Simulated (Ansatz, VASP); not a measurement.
Be2Se in VASP and in Ansatz

```
Be Se
1.0
     7.67961    0.00000    0.00000
     0.00000    3.75321    0.00000
     0.00000    0.00000    5.94003
Be Se
8 4
Direct
  0.47399 0.25000 0.41874
  0.02601 0.75000 0.91874
  0.52601 0.75000 0.58126
  0.97399 0.25000 0.08126
  0.52288 0.75000 0.20904
  0.02288 0.75000 0.29096
  0.47712 0.25000 0.79096
  0.97712 0.25000 0.70904
  0.83187 0.75000 0.59741
  0.66813 0.25000 0.09741
  0.16813 0.25000 0.40259
  0.33187 0.75000 0.90259
```

Alike in both runs: functional PBE; k mesh 3 × 4 × 3; occupations gaussian, width 0.2 eV; no spin polarisation.

Ansatz relaxed the structure, and its values are those at the end. VASP's run is a single point on that final structure, the one shown.

```csv
,VASP,Ansatz
version,VASP 6.6.1,Ansatz 0.2.0
potentials or method,"VASP PAW PBE potentials, release 64 (Be, Se), cutoff 520 eV","scalar-relativistic, plane waves, PAW"
valence electrons in the cell,40,80
```

|  | VASP | Ansatz | Ansatz less VASP |
| --- | --- | --- | --- |
| gap on the k mesh at the Fermi level (eV) | none | none | - |
| pressure (GPa) | 0.2 | 0.0 | -0.14 |
| rms of the force components (eV/Å) | 0.007 | 0.011 | +0.0038 |

A gap of «none» marks a metal or a gap that the smearing closes. VASP's potentials hold 40 valence electrons a cell and Ansatz's 80, so a difference there can come from the potentials and not from the codes.

The k mesh is coarse, so the values compare programs but aren't converged.
